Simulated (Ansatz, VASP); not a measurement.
# One calculation of Ta, two programs

INCAR

```
ALGO     = Fast           # electronic algorithm
EDIFF    = 1E-6           # SCF threshold, eV
ENCUT    = 520            # plane-wave cutoff, eV
GGA      = PE             # functional
ISIF     = 2              # what is computed and relaxed
ISMEAR   = 0              # smearing method
LASPH    = True           # aspherical terms in the spheres
LCHARG   = False          # write CHGCAR
LREAL    = False          # projectors in reciprocal space
LWAVE    = False          # write WAVECAR
NBANDS   = 18             # bands
NELM     = 60             # most SCF steps
PREC     = Accurate       # precision mode
SIGMA    = 0.15           # smearing width, eV
```

Contents of KPOINTS:

```
k-points
0
Gamma
  22 22 14
```

File POSCAR:

```
Ta
1.0
   -1.6593948201      1.6593948201      1.6593948201
    1.6593948201     -1.6593948201      1.6593948201
    3.3187896402      3.3187896402      0.0000000000
Ta
2
Direct
   -0.0316380402     -0.0316380402      0.0000000000
    0.5316380402      0.5316380402      0.5000000000
```

Input for Ansatz:

```yaml
crystal:
  lattice:
    - [-1.6593948201, 1.6593948201, 1.6593948201]
    - [1.6593948201, -1.6593948201, 1.6593948201]
    - [3.3187896402, 3.3187896402, 0.0]
  atoms:
    - { symbol: Ta, position: [-0.0316380402, -0.0316380402, 0.0] }
    - { symbol: Ta, position: [0.5316380402, 0.5316380402, 0.5] }
basis:
  ecutwfc: 420
kpoints:
  mp_grid: { grid: [22, 22, 14] }
hamiltonian:
  xc: pbe
scf:
  occupations: { method: gaussian, width: 0.15 }
output:
  forces: true
  stress: true
  eigenvalues: true
```

Change from the starting cell: mode 6 (144.7 1/cm) frozen in, largest displacement +0.105 Å.

Alike in both runs: task single point; functional PBE; k mesh 22 × 22 × 14; occupations gaussian, width 0.15 eV; no spin polarisation.

```csv
,VASP,Ansatz
version,VASP 6.6.1,Ansatz 0.2.0
potentials or method,"VASP PAW PBE potentials, release 64 (Ta_pv), cutoff 520 eV","scalar-relativistic, plane waves, PAW"
valence electrons in the cell,22,26
```

|  | VASP | Ansatz | Ansatz less VASP |
| --- | --- | --- | --- |
| gap on the k mesh at the Fermi level (eV) | none | none | - |
| pressure (GPa) | 1.1 | 0.9 | -0.15 |
| traceless stress, the component that is largest in VASP (GPa) | 1.38 | 1.36 | -0.017 |
| rms of the force components (eV/Å) | 0.742 | 0.742 | +0.0002 |

Atom by atom the forces differ by 0.000 eV/Å (rms over components). A gap of «none» marks a metal or a gap that the smearing closes. With one functional, cell and mesh, what is left measures potentials, basis and numerics. VASP's potentials hold 22 valence electrons a cell and Ansatz's 26, so a difference there can come from the potentials and not from the codes.

Spin-orbit coupling is off throughout.
